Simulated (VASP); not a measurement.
# CuAu (P4/mmm) in VASP: notebook, part 2 of 2

VASP 6.6.1. The steps go on from the part before.

## (3) Electric field gradients, r2SCAN

Contents of POSCAR:

```
CuAu
1.0
    2.8000000000      0.0000000000      0.0000000000
    0.0000000000      2.8000000000      0.0000000000
    0.0000000000      0.0000000000      3.6700000000
Cu Au
1 1
Direct
    0.5000000000      0.5000000000      0.5000000000
    0.0000000000      0.0000000000      0.0000000000
```

Contents of INCAR.step1:

```
PREC = Accurate
ENCUT = 520
ISMEAR = -1
SIGMA = 0.05
LREAL = False
LASPH = True
NELM = 100
NBANDS = 18
GGA = PE
ALGO = Normal
EDIFF = 1E-4
LWAVE = True
LCHARG = False
```

Contents of INCAR.step2:

```
PREC = Accurate
ENCUT = 520
EDIFF = 1E-8
ISMEAR = -1
SIGMA = 0.05
LREAL = False
LASPH = True
NELM = 100
ALGO = Normal
ISIF = 2
LWAVE = False
LCHARG = False
METAGGA = R2SCAN
LMIXTAU = True
LEFG = True
NBANDS = 18
ISTART = 1
```

Contents of KPOINTS:

```
Automatic mesh
0
Gamma
  13 13 10
```

Potentials or basis: VASP PAW PBE potentials, release 64 (Cu, Au).

Launch:

```console
cat potpaw_PBE.64/Cu/POTCAR potpaw_PBE.64/Au/POTCAR > POTCAR
cp INCAR.step1 INCAR
mpirun -np 1 vasp_std > vasp.out
cp INCAR.step2 INCAR
mpirun -np 1 vasp_std > vasp.out
```

OUTCAR:

```text
PREC = Accurate
   ENCUT = 520
   EDIFF = 1E-8
   ISMEAR = -1
   LREAL = False
   LASPH = True
   NELM = 100
   ISIF = 2
   METAGGA = R2SCAN
   ISTART = 1

 ion  position               nearest neighbor table
   1  0.500  0.500  0.500-   2 2.70   2 2.70   2 2.70   2 2.70   2 2.70   2 2.70   2 2.70   2 2.70

   2  0.000  0.000  0.000-   1 2.70   1 2.70   1 2.70   1 2.70   1 2.70   1 2.70   1 2.70   1 2.70

  LATTYP: Found a simple tetragonal cell.
 ALAT       =     2.8000000000
 C/A-ratio  =     1.3107142857

  Lattice vectors:

[... 719 lines left out ...]
  free  energy   TOTEN  =       -61.5405579783 eV

  energy  without entropy=      -61.5367203979  energy(sigma->0) =      -61.53863919

 Electric field gradients (V/A^2)
---------------------------------------------------------------------
 ion       V_xx      V_yy      V_zz      V_xy      V_xz      V_yz
---------------------------------------------------------------------
   1       6.813     6.813   -13.625    -0.000    -0.000     0.000
   2     -39.270   -39.270    78.540     0.000    -0.000     0.000
---------------------------------------------------------------------

 Electric field gradients after diagonalization (V/A^2)
 (convention: |V_zz| > |V_xx| > |V_yy|)
----------------------------------------------------------------------
 ion       V_xx      V_yy      V_zz     asymmetry (V_yy - V_xx)/ V_zz
----------------------------------------------------------------------
   1       6.813     6.813   -13.625       0.000
   2     -39.270   -39.270    78.540       0.000
----------------------------------------------------------------------

           NMR quadrupolar parameters

 Cq : quadrupolar parameter    Cq=e*Q*V_zz/h
 eta: asymmetry parameters     (V_yy - V_xx)/ V_zz
 Q  : nuclear electric quadrupole moment in mb (millibarn)
----------------------------------------------------------------------
 ion       Cq(MHz)       eta       Q (mb)
----------------------------------------------------------------------
   1      -0.033       0.000       1.000
   2       0.190       0.000       1.000
----------------------------------------------------------------------
```

OSZICAR.step1:

```text
N       E                     dE             d eps       ncg     rms          rms(c)
DAV:   1     0.129332122881E+03    0.12933E+03   -0.11040E+04  6606   0.174E+03
DAV:   2    -0.253023642222E+01   -0.13186E+03   -0.12339E+03  6150   0.298E+02
DAV:   3    -0.794433058986E+01   -0.54141E+01   -0.53037E+01  7092   0.696E+01
DAV:   4    -0.802139668769E+01   -0.77066E-01   -0.77003E-01  7508   0.691E+00
DAV:   5    -0.802335026016E+01   -0.19536E-02   -0.19535E-02  7822   0.114E+00    0.118E+01
DAV:   6    -0.746614814216E+01    0.55720E+00   -0.67231E+00  6518   0.700E+01    0.549E+00
DAV:   7    -0.711601957180E+01    0.35013E+00   -0.27497E+00  7364   0.746E+01    0.598E+00
DAV:   8    -0.704577736192E+01    0.70242E-01   -0.25738E-01  8158   0.124E+01    0.276E+00
DAV:   9    -0.703992385145E+01    0.58535E-02   -0.11268E-02  9134   0.141E+00    0.201E-01
DAV:  10    -0.703933344083E+01    0.59041E-03   -0.37748E-03  6764   0.164E+00    0.600E-02
DAV:  11    -0.703930677159E+01    0.26669E-04   -0.15172E-04  3586   0.358E-01
   1 F= -.70393068E+01 E0= -.70371948E+01  d E =-.422387E-02
```

Wall time 2.9 min (1 thread of Intel Xeon Platinum 8375C at 2.90GHz (Ice Lake), shared host); peak memory 0.22 GiB.

What came out:

```
Free energy            : -61.5406 eV
Pressure               : 2.1 GPa
Band gap on the k mesh : zero (band 11 reaches 13.41 eV, above the bottom of band 12 at 6.66 eV)
```

Stress tensor (GPa, compression positive):
```
2.04 0.00 0.00
0.00 2.04 0.00
0.00 0.00 2.12
```

Levels at points of the mesh, in eV from the Fermi level:
| k point | band 7 | band 8 | band 9 | band 10 | band 11 | band 12 | band 13 | band 14 | band 15 | band 16 |
| --- | --- | --- | --- | --- | --- | --- | --- | --- | --- | --- |
| (0.00, 0.00, 0.00) | -3.04 | -2.35 | -1.88 | -1.63 | -1.63 | 2.18 | 8.50 | 10.54 | 10.54 | 17.37 |
| (0.00, 0.00, 0.50) | -3.43 | -3.06 | -2.54 | -2.50 | -2.50 | -2.16 | 14.91 | 15.23 | 15.23 | 15.89 |

Electric field gradients, principal values (V/Å²):
```tsv
atom	least	middle	greatest (by size)
1 Cu	6.813	6.813	-13.625
2 Au	-39.270	-39.270	78.540
```

Caveat: without QUAD_EFG the Cq values of the log hold for a quadrupole moment of 1 mb, not for the nuclei; the PAW data sets were made with another functional, which shifts forces and pressure a little; spin-orbit coupling is left out, which moves the levels of the heavy elements.
